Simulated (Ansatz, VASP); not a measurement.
# TiN in VASP and in Ansatz

```
CELL_PARAMETERS angstrom
0.00000 2.10205 2.10205
2.10205 0.00000 2.10205
2.10205 2.10205 0.00000
ATOMIC_POSITIONS crystal
Ti 0.50000 0.50000 0.50000
N 0.00000 0.00000 0.00000
```

Alike in both runs: task single point; functional r2SCAN; k mesh 14 × 14 × 14; occupations gaussian, width 0.05 eV; collinear spin.

|  | VASP | Ansatz |
| --- | --- | --- |
| version | VASP 6.6.1 | Ansatz 0.2.0 |
| potentials or method | VASP PAW PBE potentials, release 64 (Ti_sv, N), cutoff 520 eV | scalar-relativistic, plane waves, PAW |
| valence electrons in the cell | 17 | 17 |

|  | VASP | Ansatz | Ansatz less VASP |
| --- | --- | --- | --- |
| gap on the k mesh at the Fermi level (eV) | none | none | - |
| pressure (GPa) | 7.9 | 6.2 | -1.64 |
| net moment per atom (μB) | 0.00 | 0.00 | 0.000 |

VASP's potentials were made for PBE, not for r2SCAN. A gap of «none» marks a metal or a gap that the smearing closes. Ansatz's warnings: seeded moment not kept, stability check not made.
